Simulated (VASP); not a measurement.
Cs, 1 atom in the cell. The structure is cubic, space group Im-3m (No. 229). Conventional cell: a = 6.257 Å, b = 6.257 Å, c = 6.257 Å, α = 90.00°, β = 90.00°, γ = 90.00°. 

| Property | Result |
| --- | --- |
| Program | VASP 6.6.1 |
| Task | single point |
| Functional | PBE |
| Potentials or basis | VASP PAW PBE potentials, release 64 (Cs_sv) |
| Cutoff | 520 eV |
| k mesh | 4 × 4 × 4 |
| Occupations | fermi-dirac, width 0.05 eV |
| Spin | no spin polarisation |
| Dipole correction | no |
| k mesh for the DOS | 6 × 6 × 6 |
| Occupations for the DOS | tetrahedron |
| Further INCAR settings | ALGO = Normal; EDIFF = 1e-06; NBANDS = 10 |

Potentials or basis: VASP PAW PBE potentials, release 64 (Cs_sv).

Command:

```console
$ cat potpaw_PBE.64/Cs_sv/POTCAR > POTCAR
$ cp INCAR.step1 INCAR
$ cp KPOINTS.step1 KPOINTS
$ mpirun -np 1 vasp_std > vasp.out
$ cp INCAR.step2 INCAR
$ cp KPOINTS.step2 KPOINTS
$ mpirun -np 1 vasp_std > vasp.out
```

Hardware: 1 thread of Intel(R) Xeon(R) Platinum 8259CL CPU @ 2.50GHz (Skylake/Cascade Lake) (shared host).

Question: How long does it take, and how much memory?

Answer: Run time: 16 s on 1 thread of Intel(R) Xeon(R) Platinum 8259CL CPU @ 2.50GHz (Skylake/Cascade Lake), on a shared host, peak memory 0.23 GiB. Counts: k points 16.
